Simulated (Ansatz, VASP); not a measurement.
## Two plane-wave programs on C

```
CELL_PARAMETERS angstrom
0.00000 1.76586 1.76586
1.76586 0.00000 1.76586
1.76586 1.76586 0.00000
ATOMIC_POSITIONS crystal
C 0.87500 0.87500 0.87500
C 0.12500 0.12500 0.12500
```

Alike in both runs: functional LDA; k mesh 14 × 14 × 14; occupations fermi-dirac, width 0.02 eV; no spin polarisation.

Ansatz relaxed the structure, and its values are those at the end. VASP's run is a single point on that final structure, the one shown.

|  | VASP | Ansatz |
| --- | --- | --- |
| version | VASP 6.6.1 | Ansatz 0.2.0 |
| potentials or method | VASP PAW LDA potentials, release 64 (C) | PAW with Ansatz's default frozen-core files, scalar-relativistic |
| plane-wave cutoff (eV) | 520 | 420 |
| valence electrons in the cell | 8 | 8 |

|  | VASP | Ansatz | Ansatz less VASP |
| --- | --- | --- | --- |
| gap on the k mesh at the Fermi level (eV) | 4.17 | 4.17 | +0.001 |
| pressure (GPa) | 1.6 | 0.0 | -1.63 |

LDA's correlation is that of Perdew and Zunger in VASP and of Perdew and Wang (1992) in Ansatz.
